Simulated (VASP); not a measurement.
BiSe4: single point with PBE

Crystal: BiSe4.

```
CELL_PARAMETERS angstrom
0.00000 5.23032 5.23032
5.23032 0.00000 5.23032
5.23032 5.23032 0.00000
ATOMIC_POSITIONS crystal
Bi 0.00000 0.00000 0.00000
Bi 0.25000 0.25000 0.25000
Se 0.85707 0.85707 0.85707
Se 0.85707 0.85707 0.42880
Se 0.85707 0.42880 0.85707
Se 0.42880 0.85707 0.85707
Se 0.39293 0.39293 0.82120
Se 0.39293 0.39293 0.39293
Se 0.39293 0.82120 0.39293
Se 0.82120 0.39293 0.39293
```

The cell was generated, and may not be a known phase.

```
Program                : VASP 6.6.1
Task                   : single point
Functional             : PBE
Potentials or basis    : VASP PAW PBE potentials, release 64 (Bi_d, Se)
Cutoff                 : 520 eV
k mesh                 : 4 × 4 × 4
Occupations            : gaussian, width 0.1 eV
Spin                   : no spin polarisation
Dipole correction      : no
Further INCAR settings : ALGO = Normal; EDIFF = 1e-06; NBANDS = 50
```

```
Pressure               : 1.7 GPa
Largest force          : 0.996 eV/Å
Band gap on the k mesh : zero (bands 39 and 40 overlap by 0.62 eV)
```

Forces on the atoms (eV/Å):
```
Bi   0.000  0.000  0.000
Bi   0.000  0.000  0.000
Se  -0.575 -0.575 -0.575
Se   0.575  0.575 -0.575
Se   0.575 -0.575  0.575
Se  -0.575  0.575  0.575
Se  -0.575 -0.575  0.575
Se   0.575  0.575  0.575
Se  -0.575  0.575 -0.575
Se   0.575 -0.575 -0.575
```

Levels at points of the mesh, in eV from the Fermi level:
```csv
k point,band 37,band 38,band 39,band 40,band 41,band 42
"(0.00, 0.00, 0.00)",-0.04,-0.04,0.49,0.49,0.49,0.56
"(0.50, 0.00, 0.00)",-0.18,-0.01,0.09,0.09,0.33,0.42
"(0.50, 0.50, 0.00)",-0.31,-0.31,-0.12,-0.12,0.32,0.32
```

Run time: 93 s on 1 thread of AMD EPYC 9R45 96-Core Processor (Zen 5), with other jobs on the host, peak memory 0.42 GiB.

Caveat: spin-orbit coupling is left out, which moves the levels of the heavy elements.
